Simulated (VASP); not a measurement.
Set up this calculation in VASP 6.6.1, as the native input.

```yaml
Task: single point
Functional: revPBE
Potentials_or_basis: VASP PAW PBE potentials, release 64 (W_sv)
Cutoff: 520 eV
k_mesh: 15 × 15 × 7
Occupations: fermi-dirac, width 0.1 eV
Spin: no spin polarisation
Dipole_correction: no
Further_INCAR_settings: ALGO = Normal; EDIFF = 1e-06; NBANDS = 21
```

The structure of W lies in POSCAR:

```
W
1.0
    2.7087344883      0.0000000000      0.0000000000
   -1.3543672442      2.3458328790      0.0000000000
    0.0000000000      0.0000000000      4.8308950397
W
2
Direct
    0.3333333333      0.6666666667      0.2500000000
    0.6666666667      0.3333333333      0.7500000000
```

This cell differs from its parent crystal: volume scaled by 0.92.

These files were run (other wordings do the same):

INCAR

```
SYSTEM = W
  PREC = Accurate
  ENCUT = 520
  EDIFF = 1E-6
  ISMEAR = -1
  SIGMA = 0.1
  LREAL = .FALSE.
  LASPH = .TRUE.
  NELM = 60
  ALGO = Normal
  ISIF = 2
  LWAVE = .FALSE.
  LCHARG = .TRUE.
  GGA = RE
  LELF = .TRUE.
  LVHAR = .TRUE.
  NBANDS = 21
```

KPOINTS

```
regular mesh
0
G
  15 15 7
  0 0 0
```

Potentials or basis: VASP PAW PBE potentials, release 64 (W_sv).

The run is started by

```console
$ cat potpaw_PBE.64/W_sv/POTCAR > POTCAR
$ mpirun -np 1 vasp_std > vasp.out
```

Results of the run:

The pressure is 27.7 GPa and the band gap on the k mesh is zero (band 14 reaches 12.91 eV, above the bottom of band 15 at 11.19 eV).

Caveat: the PAW data sets were made with another functional, which shifts forces and pressure a little; spin-orbit coupling is left out, which moves the levels of the heavy elements.

It took 56 s on 1 thread of Intel(R) Xeon(R) Platinum 8259CL CPU @ 2.50GHz (Skylake/Cascade Lake) (shared host), peak memory 0.17 GiB.
